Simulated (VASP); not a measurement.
Here is a VASP 6.6.1 calculation.

INCAR

```
ALGO     = Normal         # electronic algorithm
EDIFF    = 1E-7           # SCF threshold, eV
EDIFFG   = -0.002         # ionic threshold
ENCUT    = 500            # plane-wave cutoff, eV
GGA      = PS             # functional
GGA_COMPAT= False        
IBRION   = 2              # ionic algorithm
ISIF     = 3              # what is computed and relaxed
ISMEAR   = 0              # smearing method
IVDW     = 13             # dispersion correction
LASPH    = True           # aspherical terms in the spheres
LCHARG   = False          # write CHGCAR
LREAL    = False          # projectors in reciprocal space
LWAVE    = False          # write WAVECAR
NELM     = 120            # most SCF steps
NELMIN   = 4            
NSW      = 100            # ionic steps
PREC     = Accurate       # precision mode
PSTRESS  = 125.0        
SIGMA    = 0.02           # smearing width, eV
```

Contents of KPOINTS:

```
k-points
0
Gamma
  9 9 2
```

File POSCAR:

```
Te2Mo
1.0
    3.5182000000      0.0000000000      0.0000000000
   -1.7591000000      3.0468505756      0.0000000000
    0.0000000000      0.0000000000     13.9736000000
Te Mo
4 2
Direct
    0.3333333333      0.6666666667      0.6210000000
    0.6666666667      0.3333333333      0.1210000000
    0.3333333333      0.6666666667      0.8790000000
    0.6666666667      0.3333333333      0.3790000000
    0.3333333333      0.6666666667      0.2500000000
    0.6666666667      0.3333333333      0.7500000000
```

Potentials or basis: VASP PAW PBE potentials, release 64 (Te, Mo_sv).

Command:

```bash
$ cat potpaw_PBE.64/Te/POTCAR potpaw_PBE.64/Mo_sv/POTCAR > POTCAR
$ mpirun -np 1 vasp_std > vasp.out
```

Task: Predict the dispersion energy per atom.

Result: -0.387 eV.

Task: Predict the relaxed cell.

Result: a = 3.320 Å, b = 3.320 Å, c = 12.737 Å, α = 90.00°, β = 90.00°, γ = 120.00°.

Task: Predict the relaxed volume.

Result: 20.27 Å³/atom.

The path:
```
step  energy change (eV)  largest force (eV/Å)  pressure (GPa)  volume (Å³)
   1              0.0000                0.0543           -2.93       149.79
   3              0.3077                1.7054           10.65       134.32
   5              0.3647                1.8238           11.93       133.51
   7              0.6073                0.2673           12.10       123.88
   9              0.7852                0.1259           15.55       119.28
  11              0.3486                0.9127            5.05       126.25
  13              0.3603                0.8323            6.08       125.67
  15              0.5610                0.2558           13.71       122.48
  17              0.5037                0.0045           11.93       122.92
  19              0.5525                0.1862           12.67       122.18
  21              0.5699                0.2489           13.13       121.94
  23              0.5892                0.3136           13.63       121.64
  25              0.6063                0.3587           14.05       121.40
  27              0.5390                0.1668           12.59       122.10
  29              0.5188                0.0970           12.13       122.34
  31              0.5453                0.0771           12.41       121.99
  33              0.5699                0.0588           12.67       121.66
  35              0.5634                0.0070           12.34       121.74
  37              0.5760                0.0060           12.51       121.58
  39              0.5755                0.0067           12.50       121.58
  41              0.5743                0.0011           12.51       121.60
  43              0.5742                0.0020           12.51       121.60
  45              0.5742                0.0022           12.50       121.60
  46              0.5739                0.0016           12.51       121.60
```

Caveat: the cell is relaxed towards a set pressure, so the run minimises the enthalpy, not the energy; the volume moved by over 15 % at a fixed basis, so the end points are rough; the PAW data sets were made with another functional, which shifts forces and pressure a little.
